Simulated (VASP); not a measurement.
# Sb (P4/mmm) in VASP: notebook

The runs below take Sb through single point, with PBE.

Everything below comes from runs of VASP 6.6.1. Logs are shortened: lines on timing, memory, paths and dates and some standing lists are left out, and cuts for length are marked.

### Step 1. The cell of the first run

Symmetry: P4/mmm, No. 123, tetragonal system. The conventional cell has a = 3.160 Å, b = 3.160 Å, c = 3.223 Å, α = 90.00°, β = 90.00°, γ = 90.00°. Sb (site symmetry 4/mmm) has 6 Sb at 3.16 to 3.22 Å within 4.2 Å.

### Step 2. Single point, PBE (zz strain of +2 %)

Contents of INCAR:

```
  PREC = Accurate
  ENCUT = 520
  EDIFF = 1E-6
  ISMEAR = -1
  SIGMA = 0.05
  LREAL = F
  LASPH = T
  NELM = 80
  ALGO = Normal
  ISIF = 2
  LWAVE = F
  LCHARG = F
  GGA = PE
  NBANDS = 8
```

Contents of KPOINTS:

```
Automatic mesh
0
Gamma
  13 13 13
```

Contents of POSCAR:

```
Sb
1.0
    3.1600000000      0.0000000000      0.0000000000
    0.0000000000      3.1600000000      0.0000000000
    0.0000000000      0.0000000000      3.2232000000
Sb
1
Direct
    0.0000000000      0.0000000000      0.0000000000
```

Potentials or basis: VASP PAW PBE potentials, release 64 (Sb).

On the command line:

```sh
$ cat potpaw_PBE.64/Sb/POTCAR > POTCAR
$ mpirun -np 1 vasp_std > vasp.out
```

OUTCAR:

```text
PREC = Accurate
   ENCUT = 520
   EDIFF = 1E-6
   ISMEAR = -1
   LREAL = F
   LASPH = T
   NELM = 80
   ISIF = 2
   GGA = PE

 ion  position               nearest neighbor table
   1  0.000  0.000  0.000-

  LATTYP: Found a simple tetragonal cell.
 ALAT       =     3.1600000000
 C/A-ratio  =     1.0200000000

  Lattice vectors:

 A1 = (   3.1600000000,   0.0000000000,   0.0000000000)
 A2 = (   0.0000000000,   3.1600000000,   0.0000000000)
 A3 = (   0.0000000000,   0.0000000000,   3.2232000000)

Analysis of symmetry for initial positions (statically):
=====================================================================
 Subroutine PRICEL returns:
 Original cell was already a primitive cell.

 Routine SETGRP: Setting up the symmetry group for a
 simple tetragonal supercell.

 Subroutine GETGRP returns: Found 16 space group operations
 (whereof 16 operations were pure point group operations)
 out of a pool of 16 trial point group operations.

The static configuration has the point symmetry D_4h.

Analysis of symmetry for dynamics (positions and initial velocities):
=====================================================================
 Subroutine PRICEL returns:
 Original cell was already a primitive cell.

 Routine SETGRP: Setting up the symmetry group for a
 simple tetragonal supercell.

 Subroutine GETGRP returns: Found 16 space group operations
 (whereof 16 operations were pure point group operations)
 out of a pool of 16 trial point group operations.

The dynamic configuration has the point symmetry D_4h.

 Subroutine INISYM returns: Found 16 space group operations
 (whereof 16 operations are pure point group operations),
 and found     1 'primitive' translations

----------------------------------------------------------------------------------------

                                     Primitive cell

  volume of cell :      32.1856

  direct lattice vectors                    reciprocal lattice vectors
     3.160000000  0.000000000  0.000000000     0.316455696  0.000000000  0.000000000
     0.000000000  3.160000000  0.000000000     0.000000000  0.316455696  0.000000000
     0.000000000  0.000000000  3.223200000     0.000000000  0.000000000  0.310250683

  length of vectors
     3.160000000  3.160000000  3.223200000     0.316455696  0.316455696  0.310250683

  position of ions in fractional coordinates (direct lattice)
[... 70 lines left out ...]
   ICHARG =      2    charge: 1-file 2-atom 10-const
   ISPIN  =      1    spin polarized calculation?
   LNONCOLLINEAR =      F non collinear calculations
   LSORBIT =      F    spin-orbit coupling
   LASPH  =      T    aspherical Exc in radial PAW
   ENCUT  =  520.0 eV  38.22 Ry    6.18 a.u.   5.88  5.88  5.99*2*pi/ulx,y,z
   NELM   =     80;   NELMIN=  2; NELMDL= -5     # of ELM steps
   EDIFF  = 0.1E-05   stopping-criterion for ELM
   LREAL  =      F    real-space projection
[... 7 lines left out ...]
   TEBEG  =    0.0;   TEEND  =   0.0 temperature during run
   PSTRESS=    0.0 pullay stress
   NELECT =       5.0000    total number of electrons
   NUPDOWN=      -1.0000    fix difference up-down
   EMIN   =  10.00;   EMAX   =-10.00  energy-range for DOS
   EFERMI =   0.00;   METHOD = LEGACY
   ISMEAR =    -1;   SIGMA  =   0.05  broadening in eV -4-tet -1-fermi 0-gaus
   EFERMI_NEDOS =   21; number of points for ismear=-14 and -15
   IALGO  =     38    algorithm
   IMIX   =      4    mixing-type and parameters
     AMIX     =   0.40;   BMIX     =  1.00
     AMIX_MAG =   1.60;   BMIX_MAG =  1.00
  volume/ion in A,a.u.               =      32.19       217.20
  Fermi-wavevector in a.u.,A,eV,Ry     =   0.880057  1.663067 10.537728  0.774501
  Thomas-Fermi vector in A             =   2.000366
   LORBIT       =      0    0 simple, 1 ext, 2 COOP (PROOUT), +10 PAW based schemes
   GGA     = PE    functional components
   LHFCALC =     F    Hartree Fock is set to
   AEXX    =    0.0000 exact exchange contribution
   IVDW    =     0    specifies the selected vdW correction
   LEPSILON=     F    determine dielectric tensor
   LRPA    =     F    only Hartree local field effects (RPA)
 non-spin polarized calculation
  energy-cutoff  :      520.00
  volume of cell :       32.19
 maximum number of plane-waves:       888
 NGX is ok and might be reduce to    24
   NGX = 11   NGY = 11   NGZ = 11

 number of electron       5.0000001 magnetization

 Free energy of the ion-electron system (eV)
  ---------------------------------------------------
  ext. energy  EPLUGINS =         0.00000000
  ---------------------------------------------------
  free energy    TOTEN  =        -4.07842037 eV

  energy without entropy =       -4.07523269  energy(sigma->0) =       -4.07682653

 E-fermi :   6.2631     XC(G=0):  -9.3036

 val. band max:        6.1505019139   @ k =   0.3077   0.2308   0.0769
 cond. band min:       6.2644428576   @ k =   0.3077   0.3077   0.3846
 fundamental gap:      0.1139409437
 Fermi energy:         6.2630909593

 k-point     1 :       0.0000    0.0000    0.0000
  band No.  band energies     occupation
      1      -5.6205      2.00000
      2       8.9445      0.00000
      3       9.4549      0.00000
      4       9.4549      0.00000
      5      12.8862      0.00000
      6      13.1796      0.00000
      7      14.0813      0.00000
      8      23.3241      0.00000
[... 243 lines left out ...]
 k-point    24 :       0.3846    0.3077    0.0000
  band No.  band energies     occupation
      1      -2.6297      2.00000
      2       3.1326      2.00000
      3       4.9494      2.00000
      4      11.2570      0.00000
      5      11.5503      0.00000
      6      16.0232      0.00000
      7      18.6669      0.00000
      8      19.1551      0.00000

 [... further k-points ...]

------------------------ aborting loop because EDIFF is reached ----------------------------------------

  FORCE on cell =-STRESS in cart. coord.  units (eV):
  Direction    XX          YY          ZZ          XY          YZ          ZX
  --------------------------------------------------------------------------------------
  -------------------------------------------------------------------------------------
  Total       -0.4966388     -0.4966388     -1.0109532      0.0000000      0.0000000     -0.0000000
  in kB      -24.7223555    -24.7223555    -50.3245844      0.0000000      0.0000000     -0.0000000
  external PRESSURE =     -33.2564318 kB  Pullay stress =       0.0000000 kB

 VOLUME and BASIS-vectors are now :
 -----------------------------------------------------------------------------
  energy-cutoff  :      520.00
  volume of cell :       32.19
      direct lattice vectors                 reciprocal lattice vectors
     3.160000000  0.000000000  0.000000000     0.316455696  0.000000000  0.000000000
     0.000000000  3.160000000  0.000000000     0.000000000  0.316455696  0.000000000
     0.000000000  0.000000000  3.223200000     0.000000000  0.000000000  0.310250683

 POSITION                                       TOTAL-FORCE (eV/Angst)
 -----------------------------------------------------------------------------------
      0.00000      0.00000      0.00000         0.000000      0.000000      0.000000
 -----------------------------------------------------------------------------------
    total drift:                               -0.000000      0.000000      0.000000

  FREE ENERGIE OF THE ION-ELECTRON SYSTEM (eV)
  ---------------------------------------------------
  free  energy   TOTEN  =        -4.0784203691 eV

  energy  without entropy=       -4.0752326946  energy(sigma->0) =       -4.07682653
```

stdout:

```text
POSCAR found type information on POSCAR Sb
 POSCAR found :  1 types and       1 ions
 scaLAPACK will be used
 LDA part: xc-table for (Slater+PW92), standard interpolation
 POSCAR, INCAR and KPOINTS ok, starting setup
 FFT: planning ... GRIDC
 FFT: planning ... GRID_SOFT
 FFT: planning ... GRID
 WAVECAR not read
 entering main loop
```

Wall time 47 s (1 thread of Intel Xeon 8259CL, shared host); peak memory 0.17 GiB.

Results:

```
Free energy : -4.0784 eV
Pressure    : -3.3 GPa
```

Caveat: the cell differs from its parent crystal (zz strain of +2 %); spin-orbit coupling is left out, which moves the levels of the heavy elements.

### Step 3. Single point, PBE (equal xx and yy strain of +2 %)

Contents of INCAR:

```
SYSTEM = Sb
ALGO     = Normal         ! electronic algorithm
EDIFF    = 1E-7           ! SCF threshold, eV
ENCUT    = 520            ! plane-wave cutoff, eV
GGA      = PE             ! functional
ISIF     = 2              ! what is computed and relaxed
ISMEAR   = -1             ! smearing method
LASPH    = .TRUE.         ! aspherical terms in the spheres
LCHARG   = .TRUE.         ! write CHGCAR
LELF     = .TRUE.         ! ELF
LREAL    = .FALSE.        ! projectors in reciprocal space
LVHAR    = .TRUE.       
LWAVE    = .FALSE.        ! write WAVECAR
NBANDS   = 8              ! bands
NELM     = 80             ! most SCF steps
PREC     = Accurate       ! precision mode
SIGMA    = 0.05           ! smearing width, eV
```

Contents of KPOINTS:

```
k-points
0
G
  13 13 13
  0 0 0
```

Contents of POSCAR:

```
Sb
1.0
    3.2232000000      0.0000000000      0.0000000000
    0.0000000000      3.2232000000      0.0000000000
    0.0000000000      0.0000000000      3.1600000000
Sb
1
Direct
    0.0000000000      0.0000000000      0.0000000000
```

Potentials or basis: VASP PAW PBE potentials, release 64 (Sb).

On the command line:

```sh
$ cat potpaw_PBE.64/Sb/POTCAR > POTCAR
$ mpirun -np 1 vasp_std > vasp.out
```

Wall time 41 s (1 thread of Intel Xeon 8259CL, shared host); peak memory 0.17 GiB.

Results (log left out):

```
Free energy : -4.0635 eV
Pressure    : -4.1 GPa
```

Stress tensor (GPa, compression positive):
```
-4.89  0.00  0.00
 0.00 -4.89  0.00
 0.00  0.00 -2.46
```

Levels at points of the mesh, in eV from the Fermi level:
```
           k point  band 1  band 2  band 3  band 4  band 5  band 6
(0.00, 0.00, 0.00)  -11.74    2.81    2.81    3.32    6.67    6.83
```

Caveat: the cell differs from its parent crystal (equal xx and yy strain of +2 %); spin-orbit coupling is left out, which moves the levels of the heavy elements.

### Step 4. Single point, PBE (zz strain of +3 %)

Contents of INCAR:

```
SYSTEM = Sb
PREC     = Accurate       ! precision mode
ENCUT    = 520            ! plane-wave cutoff, eV
EDIFF    = 1E-6           ! SCF threshold, eV
ISMEAR   = -1             ! smearing method
SIGMA    = 0.05           ! smearing width, eV
LREAL    = .False.        ! projectors in reciprocal space
LASPH    = .True.         ! aspherical terms in the spheres
NELM     = 80             ! most SCF steps
ALGO     = Normal         ! electronic algorithm
ISIF     = 2              ! what is computed and relaxed
LWAVE    = .False.        ! write WAVECAR
LCHARG   = .True.         ! write CHGCAR
GGA      = PE             ! functional
LELF     = .True.         ! ELF
LVHAR    = .True.       
NBANDS   = 8              ! bands
```

Contents of KPOINTS:

```
Automatic mesh
0
Gamma
  13 13 13
  0 0 0
```

Contents of POSCAR:

```
Sb
1.0
    3.1600000000      0.0000000000      0.0000000000
    0.0000000000      3.1600000000      0.0000000000
    0.0000000000      0.0000000000      3.2548000000
Sb
1
Direct
    0.0000000000      0.0000000000      0.0000000000
```

Potentials or basis: VASP PAW PBE potentials, release 64 (Sb).

On the command line:

```sh
$ cat potpaw_PBE.64/Sb/POTCAR > POTCAR
$ mpirun -np 1 vasp_std > vasp.out
```

OUTCAR:

```text
SYSTEM = Sb
   PREC = Accurate
   ENCUT = 520
   EDIFF = 1E-6
   ISMEAR = -1
   LREAL = .False.
   LASPH = .True.
   NELM = 80
   ISIF = 2
   GGA = PE

 ion  position               nearest neighbor table
   1  0.000  0.000  0.000-

  LATTYP: Found a simple tetragonal cell.
 ALAT       =     3.1600000000
 C/A-ratio  =     1.0300000000

  Lattice vectors:

 A1 = (   3.1600000000,   0.0000000000,   0.0000000000)
 A2 = (   0.0000000000,   3.1600000000,   0.0000000000)
 A3 = (   0.0000000000,   0.0000000000,   3.2548000000)
[... 442 lines left out ...]
      8      18.9179      0.00000

 [... further k-points ...]

------------------------ aborting loop because EDIFF is reached ----------------------------------------

  FORCE on cell =-STRESS in cart. coord.  units (eV):
  Direction    XX          YY          ZZ          XY          YZ          ZX
  --------------------------------------------------------------------------------------
  -------------------------------------------------------------------------------------
  Total       -0.5035510     -0.5035510     -1.2155136      0.0000000      0.0000000      0.0000000
  in kB      -24.8230732    -24.8230732    -59.9200184      0.0000000      0.0000000      0.0000000
  external PRESSURE =     -36.5220549 kB  Pullay stress =       0.0000000 kB

 VOLUME and BASIS-vectors are now :
 -----------------------------------------------------------------------------
  energy-cutoff  :      520.00
  volume of cell :       32.50
      direct lattice vectors                 reciprocal lattice vectors
     3.160000000  0.000000000  0.000000000     0.316455696  0.000000000  0.000000000
     0.000000000  3.160000000  0.000000000     0.000000000  0.316455696  0.000000000
     0.000000000  0.000000000  3.254800000     0.000000000  0.000000000  0.307238540

 POSITION                                       TOTAL-FORCE (eV/Angst)
 -----------------------------------------------------------------------------------
      0.00000      0.00000      0.00000         0.000000      0.000000      0.000000
 -----------------------------------------------------------------------------------
    total drift:                                0.000000      0.000000      0.000000

  FREE ENERGIE OF THE ION-ELECTRON SYSTEM (eV)
  ---------------------------------------------------
  free  energy   TOTEN  =        -4.0675209903 eV

  energy  without entropy=       -4.0638800925  energy(sigma->0) =       -4.06570054
```

stdout:

```text
POSCAR found type information on POSCAR Sb
 POSCAR found :  1 types and       1 ions
 scaLAPACK will be used
 LDA part: xc-table for (Slater+PW92), standard interpolation
 POSCAR, INCAR and KPOINTS ok, starting setup
 FFT: planning ... GRIDC
 FFT: planning ... GRID_SOFT
 FFT: planning ... GRID
 WAVECAR not read
 entering main loop
```

It took 50 s on 1 thread of Intel Xeon 8259CL, shared host; peak memory 0.17 GiB.

Results:

```yaml
Free_energy: -4.0675 eV
Pressure: -3.7 GPa
```

Levels at points of the mesh, in eV from the Fermi level:
```tsv
k point	band 1	band 2	band 3	band 4	band 5	band 6
(0.00, 0.00, 0.00)	-11.81	2.50	3.25	3.25	6.51	6.97
```

Caveat: the cell differs from its parent crystal (zz strain of +3 %); spin-orbit coupling is left out, which moves the levels of the heavy elements.

### Step 5. Summary

| cell | gap on the mesh (eV) | pressure (GPa) |
| --- | --- | --- |
| a = 3.160, b = 3.160, c = 3.223 Å, 1 atom | none | -3.3 |
| a = 3.223, b = 3.223, c = 3.160 Å, 1 atom | none | -4.1 |
| a = 3.160, b = 3.160, c = 3.255 Å, 1 atom | none | -3.7 |

Alike in all rows: task single point; level PBE; potentials or basis VASP PAW PBE potentials, release 64 (Sb); no spin polarisation; k mesh 13 × 13 × 13; cutoff (eV) 520; smearing fermi-dirac 0.05 eV.

Caveats: spin-orbit coupling is left out, which moves the levels of the heavy elements.

Total energies depend on the potentials used, so only differences within one code and one set of settings carry meaning.
